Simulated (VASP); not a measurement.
# Zr (I4/mmm) in VASP: single point with PBEsol

Aim: the single point of Zr with PBEsol.

Everything below comes from runs of VASP 6.6.1. Logs are shortened: lines on timing, memory, paths and dates and some standing lists are left out, and cuts for length are marked.

### Step 1. The cell of the first run

It takes space group I4/mmm (No. 139, tetragonal). Conventional cell: a = 3.243 Å, b = 3.243 Å, c = 4.948 Å, α = 90.00°, β = 90.00°, γ = 90.00°. Within 4.3 Å of Zr (site symmetry 4/mmm) lie 12 Zr at 3.24 to 3.37 Å.

### Step 2. Single point, PBEsol

INCAR

```
SYSTEM = Zr
PREC = Accurate
ENCUT = 520
EDIFF = 1E-6
ISMEAR = -1
SIGMA = 0.15
LREAL = .False.
LASPH = .True.
NELM = 100
ALGO = Normal
ISIF = 2
LWAVE = .False.
LCHARG = .False.
GGA = PS
NBANDS = 19
```

KPOINTS

```
Automatic mesh
0
Gamma
  7 7 5
  0 0 0
```

POSCAR

```
Zr
1.0
    3.2427917000      0.0000000000      0.0000000000
    0.0000000000      3.2427917000      0.0000000000
    0.0000000000      0.0000000000      4.9480000000
Zr
2
Direct
    0.0000000000      0.5000000000      0.0000000000
    0.5000000000      0.0000000000      0.5000000000
```

Potentials or basis: VASP PAW PBE potentials, release 64 (Zr_sv).

The run is started by

```bash
cat potpaw_PBE.64/Zr_sv/POTCAR > POTCAR
mpirun -np 1 vasp_std > vasp.out
```

OUTCAR:

```text
SYSTEM = Zr
   PREC = Accurate
   ENCUT = 520
   EDIFF = 1E-6
   ISMEAR = -1
   LREAL = .False.
   LASPH = .True.
   NELM = 100
   ISIF = 2
   GGA = PS

 ion  position               nearest neighbor table
   1  0.000  0.500  0.000-   2 3.37   2 3.37   2 3.37   2 3.37   2 3.37   2 3.37   2 3.37   2 3.37

   2  0.500  0.000  0.500-   1 3.37   1 3.37   1 3.37   1 3.37   1 3.37   1 3.37   1 3.37   1 3.37

  LATTYP: Found a simple tetragonal cell.
 ALAT       =     3.2427917000
 C/A-ratio  =     1.5258457705

  Lattice vectors:

 A1 = (   3.2427917000,   0.0000000000,   0.0000000000)
 A2 = (   0.0000000000,   3.2427917000,   0.0000000000)
 A3 = (   0.0000000000,   0.0000000000,   4.9480000000)

Analysis of symmetry for initial positions (statically):
=====================================================================
 Subroutine PRICEL returns following result:

  LATTYP: Found a body centered tetragonal cell.
 ALAT       =     3.2427917000
 C/A-ratio  =     1.5258457705

  Lattice vectors:

 A1 = (   1.6213958500,  -1.6213958500,  -2.4740000000)
 A2 = (  -1.6213958500,   1.6213958500,  -2.4740000000)
 A3 = (   1.6213958500,   1.6213958500,   2.4740000000)

   2 primitive cells build up your supercell.

 Routine SETGRP: Setting up the symmetry group for a
 simple tetragonal supercell.

 Subroutine GETGRP returns: Found 16 space group operations
 (whereof  8 operations were pure point group operations)
 out of a pool of 16 trial point group operations.

The static configuration has the point symmetry D_2h.
 The point group associated with its full space group is D_4h.

Analysis of symmetry for dynamics (positions and initial velocities):
=====================================================================
 Subroutine PRICEL returns following result:

  LATTYP: Found a body centered tetragonal cell.
 ALAT       =     3.2427917000
 C/A-ratio  =     1.5258457705

  Lattice vectors:

 A1 = (   1.6213958500,  -1.6213958500,  -2.4740000000)
 A2 = (  -1.6213958500,   1.6213958500,  -2.4740000000)
 A3 = (   1.6213958500,   1.6213958500,   2.4740000000)

   2 primitive cells build up your supercell.

 Routine SETGRP: Setting up the symmetry group for a
 simple tetragonal supercell.

 Subroutine GETGRP returns: Found 16 space group operations
 (whereof  8 operations were pure point group operations)
 out of a pool of 16 trial point group operations.

The dynamic configuration has the point symmetry D_2h.
 The point group associated with its full space group is D_4h.

 Subroutine INISYM returns: Found 16 space group operations
 (whereof  8 operations are pure point group operations),
 and found     2 'primitive' translations

----------------------------------------------------------------------------------------

                                     Primitive cell

  volume of cell :      26.0158

  direct lattice vectors                    reciprocal lattice vectors
     1.621395850 -1.621395850 -2.474000000     0.308376267  0.000000000 -0.202101859
    -1.621395850  1.621395850 -2.474000000     0.000000000  0.308376267 -0.202101859
     1.621395850  1.621395850  2.474000000     0.308376267  0.308376267  0.000000000

  length of vectors
     3.373206932  3.373206932  3.373206932     0.368701890  0.368701890  0.436109899

  position of ions in fractional coordinates (direct lattice)
     0.000000000  0.500000000  0.500000000

  ion indices of the primitive-cell ions
   primitive index   ion index
                 1           1

----------------------------------------------------------------------------------------

 KPOINTS: Automatic mesh

Automatic generation of k-mesh.
 Grid dimensions read from file:
 generate k-points for:    7    7    5

 Generating k-lattice:

  Cartesian coordinates                     Fractional coordinates (reciprocal lattice)
     0.044053752  0.000000000  0.000000000     0.142857143  0.000000000  0.000000000
     0.000000000  0.044053752  0.000000000     0.000000000  0.142857143  0.000000000
     0.000000000  0.000000000  0.040420372     0.000000000  0.000000000  0.200000000

  Length of vectors
     0.044053752  0.044053752  0.040420372

  Shift w.r.t. Gamma in fractional coordinates (k-lattice)
     0.000000000  0.000000000  0.000000000

 Subroutine IBZKPT returns following result:
 ===========================================

 Found     30 irreducible k-points:

 Following reciprocal coordinates:
            Coordinates               Weight
  0.000000  0.000000  0.000000      1.000000
  0.142857  0.000000  0.000000      4.000000
  0.285714  0.000000  0.000000      4.000000
  0.428571  0.000000  0.000000      4.000000
  0.142857  0.142857  0.000000      4.000000
  0.285714  0.142857  0.000000      8.000000
[... 16 lines left out ...]
  0.285714  0.000000  0.400000      8.000000
  0.428571  0.000000  0.400000      8.000000
 [... further k-points ...]
   k-points           NKPTS =     30   k-points in BZ     NKDIM =     30   number of bands    NBANDS=     19
   number of dos      NEDOS =    301   number of ions     NIONS =      2
   total plane-waves  NPLWV =  23040
   dimension x,y,z NGX =    24 NGY =   24 NGZ =   40
   dimension x,y,z NGXF=    48 NGYF=   48 NGZF=   80
   ions per type =               2
   NGX,Y,Z   is equivalent  to a cutoff of  12.30, 12.30, 13.44 a.u.
   NGXF,Y,Z  is equivalent  to a cutoff of  24.61, 24.61, 26.88 a.u.
 SYSTEM =  Zr
   PREC   = accura    normal or accurate (medium, high low for compatibility)
   ISTART =      0    job   : 0-new  1-cont  2-samecut
   ICHARG =      2    charge: 1-file 2-atom 10-const
   ISPIN  =      1    spin polarized calculation?
   LNONCOLLINEAR =      F non collinear calculations
   LSORBIT =      F    spin-orbit coupling
   LASPH  =      T    aspherical Exc in radial PAW
   ENCUT  =  520.0 eV  38.22 Ry    6.18 a.u.   6.03  6.03  9.20*2*pi/ulx,y,z
   NELM   =    100;   NELMIN=  2; NELMDL= -5     # of ELM steps
   EDIFF  = 0.1E-05   stopping-criterion for ELM
   LREAL  =      F    real-space projection
   EDIFFG = 0.1E-04   stopping-criterion for IOM
   NSW    =      0    number of steps for IOM
   IBRION =     -1    ionic relax: 0-MD 1-quasi-New 2-CG
   NFREE  =      0    steps in history (QN), initial steepest desc. (CG)
   ISIF   =      2    stress and relaxation
   ISYM   =      2    0-nonsym 1-usesym 2-fastsym
   POTIM  = 0.5000    time-step for ionic-motion
   TEBEG  =    0.0;   TEEND  =   0.0 temperature during run
   PSTRESS=    0.0 pullay stress
   NELECT =      24.0000    total number of electrons
   NUPDOWN=      -1.0000    fix difference up-down
   EMIN   =  10.00;   EMAX   =-10.00  energy-range for DOS
   EFERMI =   0.00;   METHOD = LEGACY
   ISMEAR =    -1;   SIGMA  =   0.15  broadening in eV -4-tet -1-fermi 0-gaus
   EFERMI_NEDOS =   21; number of points for ismear=-14 and -15
   IALGO  =     38    algorithm
   IMIX   =      4    mixing-type and parameters
     AMIX     =   0.40;   BMIX     =  1.00
     AMIX_MAG =   1.60;   BMIX_MAG =  1.00
  volume/ion in A,a.u.               =      26.02       175.56
  Fermi-wavevector in a.u.,A,eV,Ry     =   1.264899  2.390313 21.768919  1.599970
  Thomas-Fermi vector in A             =   2.398181
   LORBIT       =      0    0 simple, 1 ext, 2 COOP (PROOUT), +10 PAW based schemes
   GGA     = PS    functional components
   LHFCALC =     F    Hartree Fock is set to
   AEXX    =    0.0000 exact exchange contribution
   IVDW    =     0    specifies the selected vdW correction
   LEPSILON=     F    determine dielectric tensor
   LRPA    =     F    only Hartree local field effects (RPA)
 non-spin polarized calculation
  energy-cutoff  :      520.00
  volume of cell :       52.03
 maximum number of plane-waves:      1417
   NGX = 13   NGY = 13   NGZ = 19

 number of electron      23.9999999 magnetization

 Free energy of the ion-electron system (eV)
  ---------------------------------------------------
  ext. energy  EPLUGINS =         0.00000000
  ---------------------------------------------------
  free energy    TOTEN  =       -17.90762193 eV

  energy without entropy =      -17.63500304  energy(sigma->0) =      -17.77131248

 E-fermi :   7.5497     XC(G=0): -10.7044

 val. band max:        7.5386764453   @ k =   0.2857   0.0000   0.4000
 cond. band min:       7.5498431996   @ k =   0.2857   0.0000   0.0000
 fundamental gap:      0.0111667543
 Fermi energy:         7.5497369238

 k-point     1 :       0.0000    0.0000    0.0000
  band No.  band energies     occupation
      1     -41.2637      2.00000
      2     -41.1657      2.00000
      3     -19.5397      2.00000
      4     -19.1078      2.00000
      5     -19.1078      2.00000
      6     -18.9359      2.00000
[... 11 lines left out ...]
     18      12.1854      0.00000
     19      12.5252      0.00000

 k-point     2 :       0.1429    0.0000    0.0000
  band No.  band energies     occupation
      1     -41.2514      2.00000
      2     -41.1629      2.00000
      3     -19.5019      2.00000
      4     -19.1864      2.00000
      5     -19.0912      2.00000
      6     -19.0193      2.00000
[... 11 lines left out ...]
     18      11.4980      0.00000
     19      12.3361      0.00000

 k-point     3 :       0.2857    0.0000    0.0000
  band No.  band energies     occupation
      1     -41.2209      2.00000
      2     -41.1595      2.00000
      3     -19.3997      2.00000
      4     -19.3539      2.00000
      5     -19.2406      2.00000
      6     -19.0487      2.00000
[... 11 lines left out ...]
     18      10.8838      0.00000
     19      11.7977      0.00000

 k-point     4 :       0.4286    0.0000    0.0000
  band No.  band energies     occupation
      1     -41.1875      2.00000
      2     -41.1655      2.00000
      3     -19.4687      2.00000
      4     -19.4288      2.00000
      5     -19.2629      2.00000
      6     -19.1274      2.00000
[... 407 lines left out ...]
     18      11.1338      0.00000
     19      11.3335      0.00000

 k-point    23 :       0.2857    0.0000    0.4000
  band No.  band energies     occupation
      1     -41.1997      2.00000
      2     -41.1807      2.00000
      3     -19.4717      2.00000
      4     -19.4068      2.00000
      5     -19.1125      2.00000
      6     -19.0253      2.00000
[... 11 lines left out ...]
     18      11.4042      0.00000
     19      11.9925      0.00000

 k-point    24 :       0.4286    0.0000    0.4000
  band No.  band energies     occupation
      1     -41.1798      2.00000
      2     -41.1730      2.00000
      3     -19.5840      2.00000
      4     -19.5650      2.00000
      5     -19.0822      2.00000
      6     -19.0470      2.00000
[... 11 lines left out ...]
     18      11.9522      0.00000
     19      12.0327      0.00000

 [... further k-points ...]
[... 5 lines left out ...]
  --------------------------------------------------------------------------------------
  -------------------------------------------------------------------------------------
  Total       -3.4229476     -3.4229476     -3.9852051      0.0000000      0.0000000      0.0000000
  in kB     -105.4005883   -105.4005883   -122.7138152      0.0000000      0.0000000      0.0000000
  external PRESSURE =    -111.1716640 kB  Pullay stress =       0.0000000 kB

 VOLUME and BASIS-vectors are now :
 -----------------------------------------------------------------------------
  energy-cutoff  :      520.00
  volume of cell :       52.03
      direct lattice vectors                 reciprocal lattice vectors
     3.242791700  0.000000000  0.000000000     0.308376267  0.000000000  0.000000000
     0.000000000  3.242791700  0.000000000     0.000000000  0.308376267  0.000000000
     0.000000000  0.000000000  4.948000000     0.000000000  0.000000000  0.202101859

 POSITION                                       TOTAL-FORCE (eV/Angst)
 -----------------------------------------------------------------------------------
      0.00000      1.62140      0.00000        -0.000000      0.000000      0.000000
      1.62140      0.00000      2.47400         0.000000      0.000000     -0.000000
 -----------------------------------------------------------------------------------
    total drift:                                0.000000      0.000000     -0.000000

  FREE ENERGIE OF THE ION-ELECTRON SYSTEM (eV)
  ---------------------------------------------------
  free  energy   TOTEN  =       -17.9076219327 eV

  energy  without entropy=      -17.6350030363  energy(sigma->0) =      -17.77131248
```

It took 10 s on 1 thread of AMD EPYC 9R45 (Zen 5), shared host; peak memory 0.14 GiB.

What came out:

```
Free energy            : -17.9076 eV
Pressure               : -11.1 GPa
Band gap on the k mesh : zero (band 12 reaches 8.28 eV, above the bottom of band 13 at 7.07 eV)
```

Levels at points of the mesh, in eV from the Fermi level:
| k point | band 9 | band 10 | band 11 | band 12 | band 13 | band 14 | band 15 | band 16 |
| --- | --- | --- | --- | --- | --- | --- | --- | --- |
| (0.00, 0.00, 0.00) | -5.31 | -2.60 | -1.73 | 0.50 | 1.24 | 1.24 | 1.81 | 2.50 |

Caveat: the PAW data sets were made with another functional, which shifts forces and pressure a little.
